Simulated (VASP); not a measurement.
Here is a VASP 6.6.1 calculation.

File INCAR:

```
PREC = Accurate
ENCUT = 520
EDIFF = 1E-6
ISMEAR = 0
SIGMA = 0.05
LREAL = F
LASPH = T
NELM = 80
ALGO = Normal
ISIF = 2
LWAVE = F
LCHARG = T
GGA = PS
LELF = T
LVHAR = T
NBANDS = 16
```

Contents of KPOINTS:

```
regular mesh
0
Gamma
  10 10 10
```

Contents of POSCAR:

```
NbAs
1.0
    0.0000000000      2.8717620844      2.8717620844
    2.8717620844      0.0000000000      2.8717620844
    2.8717620844      2.8717620844      0.0000000000
Nb As
1 1
Direct
    0.0000000000      0.0000000000      0.0000000000
    0.2500000000      0.2500000000      0.2500000000
```

Potentials or basis: VASP PAW PBE potentials, release 64 (Nb_sv, As).

Run with:

```sh
$ cat potpaw_PBE.64/Nb_sv/POTCAR potpaw_PBE.64/As/POTCAR > POTCAR
$ mpirun -np 1 vasp_std > vasp.out
```

(1) Predict the pressure.

(2) Predict the band gap on the k mesh.

Results:

(1) 0.2 GPa.

(2) zero (band 9 reaches 6.44 eV, above the bottom of band 10 at 5.93 eV).

Caveat: the PAW data sets were made with another functional, which shifts forces and pressure a little.
